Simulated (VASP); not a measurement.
Runs of VASP 6.6.1 on La3Si2F. The structure is that of space group P4/mmm (No. 123), or close to it. The cells are those of the table. 

```tsv
task	cell	k mesh	cutoff (eV)	gap on the mesh (eV)	pressure (GPa)	largest force (eV/Å)
relaxation of cell and atoms	relaxed from a = 5.386, b = 5.386, c = 4.855 Å, 6 atoms	4 × 4 × 4	600	none	0.0	0.01
single point	a = 6.160, b = 6.160, c = 4.781 Å, 6 atoms	6 × 6 × 8	520	none	-0.1	-
single point	a = 5.997, b = 5.997, c = 4.849 Å, 6 atoms	4 × 4 × 4	520	none	0.0	0.03
single point	a = 5.386, b = 5.386, c = 4.855 Å, 6 atoms	4 × 4 × 4	520	none	15.2	(a)
```

Alike in all rows: level PBE; potentials or basis VASP PAW PBE potentials, release 64 (La, Si, F); no spin polarisation; smearing gaussian 0.1 eV.

Question: Fill in the values left out.

Answer: (a) 0.51.

Caveats: spin-orbit coupling is left out, which moves the levels of the heavy elements.

A k mesh can miss the band edges, and the runs leave out spin-orbit coupling on La.

A gap of «none» marks levels without a gap at the run's occupations.
